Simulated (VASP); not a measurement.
A run of VASP 6.6.1 is set up as follows.

INCAR

```
PREC = Accurate ; ENCUT = 520
EDIFF = 1E-6 ; ISMEAR = 0
SIGMA = 0.1 ; LREAL = False
LASPH = True ; NELM = 80
ALGO = Fast ; ISIF = 2
LWAVE = False ; LCHARG = True
GGA = PE ; LELF = True
LVHAR = True ; NBANDS = 48
```

Contents of KPOINTS:

```
Automatic mesh
0
Gamma
  18 18 4
```

File POSCAR:

```
IrRh2
1.0
    2.7318740093      0.0000000000      0.0000000000
   -1.3659370046      2.3658722920      0.0000000000
    0.0000000000      0.0000000000     13.2235247000
Ir Rh
2 4
Direct
    0.3333333333      0.6666666667      0.2500000000
    0.6666666667      0.3333333333      0.7500000000
    0.3333333333      0.6666666667      0.9159650000
    0.3333333333      0.6666666667      0.5840350000
    0.6666666667      0.3333333333      0.0840350000
    0.6666666667      0.3333333333      0.4159650000
```

Potentials or basis: VASP PAW PBE potentials, release 64 (Ir, Rh_pv).

The run is started by

```bash
$ cat potpaw_PBE.64/Ir/POTCAR potpaw_PBE.64/Rh_pv/POTCAR > POTCAR
$ mpirun -np 1 vasp_std > vasp.out
```

Q: What does it give for the pressure?

A: 0.2 GPa.

Q: What does it give for the largest force?

A: 0.023 eV/Å.

Q: What does it give for the band gap on the k mesh?

A: Zero (bands 39 and 40 overlap by 2.22 eV).

Forces in eV/Å, atoms in the order of the input:
```
Ir   0.000  0.000  0.000
Ir   0.000  0.000  0.000
Rh   0.000  0.000  0.023
Rh   0.000  0.000 -0.023
Rh   0.000  0.000 -0.023
Rh   0.000  0.000  0.023
```

Caveat: spin-orbit coupling is left out, which moves the levels of the heavy elements.
